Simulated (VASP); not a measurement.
Wanted: the native input for a VASP 6.6.1 run.

| Property | Result |
| --- | --- |
| Task | relaxation of cell and atoms |
| Functional | PBE |
| Potentials or basis | VASP PAW PBE potentials, release 64 (Ni) |
| Cutoff | 600 eV |
| k mesh | 20 × 20 × 20 |
| Occupations | gaussian, width 0.1 eV |
| Spin | collinear spin, ferromagnetic start |
| Starting moments | [0.74] μB |
| Target pressure | 5 GPa |
| Dipole correction | no |
| Further INCAR settings | ALGO = Normal; EDIFF = 1e-06; IBRION = 2; EDIFFG = -0.008; NSW = 70; ISIF = 3 |

The structure of Ni lies in POSCAR:

```
Ni
1.0
    0.0000000000      1.7452296250      1.7452296250
    1.7452296250      0.0000000000      1.7452296250
    1.7452296250      1.7452296250      0.0000000000
Ni
1
Direct
    0.0000000000      0.0000000000      0.0000000000
```

These files were run (other wordings do the same):

INCAR

```
  PREC = Accurate
  ENCUT = 600
  EDIFF = 1E-6
  ISMEAR = 0
  SIGMA = 0.1
  LREAL = F
  LASPH = T
  NELM = 150
  ALGO = Normal
  ISIF = 3
  LWAVE = F
  LCHARG = F
  ISPIN = 2
  MAGMOM = 0.74
  LORBIT = 11
  LMAXMIX = 4
  GGA = PE
  IBRION = 2
  NSW = 70
  EDIFFG = -0.008
  PSTRESS = 50.0
```

KPOINTS

```
Automatic mesh
0
Gamma
  20 20 20
```

Potentials or basis: VASP PAW PBE potentials, release 64 (Ni).

Launch:

```bash
$ cat potpaw_PBE.64/Ni/POTCAR > POTCAR
$ mpirun -np 1 vasp_std > vasp.out
```

Results of the run:

The relaxed volume is 10.62 Å³/atom. The relaxed cell is a = 2.468 Å, b = 2.468 Å, c = 2.468 Å, α = 60.00°, β = 60.00°, γ = 60.00° and the space group after relaxing (to 0.1 Å) is Fm-3m (No. 225). The energy change on relaxing (the run minimises the enthalpy) is +0.2 meV/atom and the ionic steps are 3. The pressure after relaxing is 5.0 GPa. The net moment is 0.62 μB per cell. The site moments are Ni +0.64 μB. The valence electrons inside the program's atomic spheres are Ni 9.35.

Caveat: the cell is relaxed towards a set pressure, so the run minimises the enthalpy, not the energy.

Run time: 3.7 min on 1 thread of Intel Xeon 8259CL (shared host), peak memory 0.15 GiB.
